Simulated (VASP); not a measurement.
Write the native input for VASP 6.6.1 that does the following.

```
Task                   : single point
Functional             : PBE
Potentials or basis    : VASP PAW PBE potentials, release 64 (Te)
Cutoff                 : 520 eV
k mesh                 : 9 × 9 × 14
Occupations            : gaussian, width 0.1 eV
Spin                   : no spin polarisation
Dipole correction      : no
Further INCAR settings : ALGO = Normal; EDIFF = 1e-06; NBANDS = 16
```

The structure of Te lies in POSCAR:

```
Te
1.0
    5.6522350211      0.0000000000      0.0000000000
   -2.8261175105      4.8949791164      0.0000000000
    0.0000000000      0.0000000000      3.1641280718
Te
3
Direct
    0.3333333333      0.6666666667      0.5000000000
    0.0000000000      0.0000000000      0.0000000000
    0.6666666667      0.3333333333      0.5000000000
```

This isn't the form of Te at room conditions, which is trigonal, of chains.

These files were run (other wordings do the same):

INCAR

```
PREC = Accurate ; ENCUT = 520
EDIFF = 1E-6 ; ISMEAR = 0
SIGMA = 0.1 ; LREAL = F
LASPH = T ; NELM = 60
ALGO = Normal ; ISIF = 2
LWAVE = F ; LCHARG = T
GGA = PE ; LELF = T
LVHAR = T ; NBANDS = 16
```

KPOINTS

```
regular mesh
0
Gamma
  9 9 14
```

Potentials or basis: VASP PAW PBE potentials, release 64 (Te).

The run is started by

```bash
$ cat potpaw_PBE.64/Te/POTCAR > POTCAR
$ mpirun -np 1 vasp_std > vasp.out
```

Results of the run:

```json
{"Pressure": "-0.1 GPa", "Band gap on the k mesh": "zero (bands 9 and 10 overlap by 4.72 eV)"}
```

Caveat: spin-orbit coupling is left out, which moves the levels of the heavy elements.

Run time: 42 s on 1 thread of Intel(R) Xeon(R) 6975P-C (Granite Rapids), on a shared host, peak memory 0.26 GiB.
